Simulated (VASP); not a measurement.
A run of VASP 6.6.1 is set up as follows.

INCAR

```
PREC     = Accurate       # precision mode
ENCUT    = 520            # plane-wave cutoff, eV
EDIFF    = 1E-7           # SCF threshold, eV
ISMEAR   = 0              # smearing method
SIGMA    = 0.15           # smearing width, eV
LREAL    = F              # projectors in reciprocal space
LASPH    = T              # aspherical terms in the spheres
NELM     = 100            # most SCF steps
ALGO     = Fast           # electronic algorithm
ISIF     = 2              # what is computed and relaxed
LWAVE    = F              # write WAVECAR
LCHARG   = F              # write CHGCAR
GGA      = PS             # functional
NBANDS   = 38             # bands
```

The input KPOINTS:

```
Automatic mesh
0
Gamma
  18 18 6
```

The input POSCAR:

```
Rh
1.0
    2.6488000000      0.0000000000      0.0000000000
   -1.3244000000      2.2939280895      0.0000000000
    0.0000000000      0.0000000000      9.4257000000
Rh
4
Direct
    0.0000000000      0.0000000000      0.0000000000
    0.3333333333      0.6666666667      0.2500000000
    0.0000000000      0.0000000000      0.5000000000
    0.6666666667      0.3333333333      0.7500000000
```

Potentials or basis: VASP PAW PBE potentials, release 64 (Rh_pv).

The run is started by

```sh
$ cat potpaw_PBE.64/Rh_pv/POTCAR > POTCAR
$ mpirun -np 1 vasp_std > vasp.out
```

(1) Estimate the band gap on the k mesh.

(2) Predict the pressure.

Results:

(1) zero (band 30 reaches 12.01 eV, above the bottom of band 31 at 10.00 eV).

(2) -12.0 GPa.

Caveat: the PAW data sets were made with another functional, which shifts forces and pressure a little.
